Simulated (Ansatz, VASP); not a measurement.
# TaSi2 in VASP and in Ansatz

```
CELL_PARAMETERS angstrom
4.80510 0.00000 0.00000
-2.40255 4.16134 0.00000
0.00000 0.00000 6.59887
ATOMIC_POSITIONS crystal
Ta 0.50451 0.00901 0.50000
Ta 0.50451 0.50901 0.83333
Ta 0.00451 0.50901 0.16667
Si 0.15892 0.31784 0.50000
Si 0.84108 0.15892 0.83333
Si 0.68216 0.84108 0.16667
Si 0.84108 0.68216 0.50000
Si 0.15892 0.84108 0.83333
Si 0.31784 0.15892 0.16667
```

Change from the starting cell: all Ta atoms moved +0.037 Å, as atom 1 along Cartesian [0 1 0].

Alike in both runs: task single point; functional PBE; k mesh 9 × 9 × 6; occupations gaussian, width 0.15 eV; no spin polarisation.

|  | VASP | Ansatz |
| --- | --- | --- |
| version | VASP 6.6.1 | Ansatz 0.2.0 |
| potentials or method | VASP PAW PBE potentials, release 64 (Ta_pv, Si), cutoff 520 eV | scalar-relativistic, plane waves, PAW |
| valence electrons in the cell | 57 | 63 |

Ansatz gave:

```
gap on the k mesh at the Fermi level (eV)                     : none
pressure (GPa)                                                : 0.1
traceless stress, the component that is largest in VASP (GPa) : -0.05
rms of the force components (eV/Å)                            : 0.182
```

Question: Which values does VASP return?

Answer: gap on the k mesh at the Fermi level (eV): none; pressure (GPa): 0.2; traceless stress, the component that is largest in VASP (GPa): -0.05; rms of the force components (eV/Å): 0.182.

Atom by atom the forces differ by 0.002 eV/Å (rms over components). A gap of «none» marks a metal or a gap that the smearing closes. VASP's potentials hold 57 valence electrons a cell and Ansatz's 63, so a difference there can come from the potentials and not from the codes.

Spin-orbit coupling is off throughout.
